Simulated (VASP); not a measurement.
A run of VASP 6.6.1 is set up as follows.

File INCAR:

```
ALGO = Fast ; EDIFF = 1E-7
EDIFFG = -0.01 ; ENCUT = 600
GGA = PE ; IBRION = 2
ISIF = 3 ; ISMEAR = 0
ISPIN = 2 ; LASPH = T
LCHARG = F ; LMAXMIX = 4
LORBIT = 11 ; LREAL = F
LWAVE = F ; MAGMOM = 0.7
NELM = 150 ; NSW = 80
PREC = Accurate ; SIGMA = 0.05
```

The input KPOINTS:

```
k-points
0
Gamma
  16 16 16
```

Contents of POSCAR:

```
Ni
1.0
    0.0000000000      1.7619350000      1.7619350000
    1.7619350000      0.0000000000      1.7619350000
    1.7619350000      1.7619350000      0.0000000000
Ni
1
Direct
    0.0000000000      0.0000000000      0.0000000000
```

Potentials or basis: VASP PAW PBE potentials, release 64 (Ni).

Command:

```sh
$ cat potpaw_PBE.64/Ni/POTCAR > POTCAR
$ mpirun -np 1 vasp_std > vasp.out
```

Task: Predict the space group after relaxing (to 0.05 Å).

Result: Fm-3m (No. 225).

Task: Estimate the relaxed cell.

Result: a = 2.486 Å, b = 2.486 Å, c = 2.486 Å, α = 60.00°, β = 60.00°, γ = 60.00°.

Task: Estimate the site moments.

Result: Ni +0.61 μB.

Step by step:
```tsv
step	energy change (eV)	largest force (eV/Å)	pressure (GPa)	volume (Å³)
1	0.0000	0.0000	-1.29	10.94
2	-0.0001	0.0000	1.22	10.80
3	-0.0003	0.0000	0.01	10.87
```
